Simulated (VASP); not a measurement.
Au, 4 atoms in the cell. It takes space group Fm-3m (No. 225, cubic). The conventional cell has a = 4.070 Å, b = 4.070 Å, c = 4.070 Å, α = 90.00°, β = 90.00°, γ = 90.00°. Within 3.8 Å of Au (site symmetry m-3m) lie 12 Au at 2.88 Å. 

```yaml
Program: VASP 6.6.1
Task: relaxation of cell and atoms
Functional: LDA
Potentials_or_basis: VASP PAW LDA potentials, release 64 (Au)
Cutoff: 500 eV
k_mesh: 5 × 5 × 5
Occupations: gaussian, width 0.05 eV
Spin: no spin polarisation
Dipole_correction: no
Further_INCAR_settings: ALGO = Normal; EDIFF = 1e-07; IBRION = 2; EDIFFG = -0.01; NSW = 80; ISIF = 3
```

Potentials or basis: VASP PAW LDA potentials, release 64 (Au).

Command:

```bash
$ cat potpaw_LDA.64/Au/POTCAR > POTCAR
$ mpirun -np 1 vasp_std > vasp.out
```

Hardware: 1 thread of AMD EPYC 7R13 Processor (Zen 3) (shared host).

Question: How long does it take, and how much memory?

Answer: It took 21 s on 1 thread of AMD EPYC 7R13 Processor (Zen 3) (shared host), peak memory 0.12 GiB. Counts: scf iterations 27, k points 10, ion steps 3.
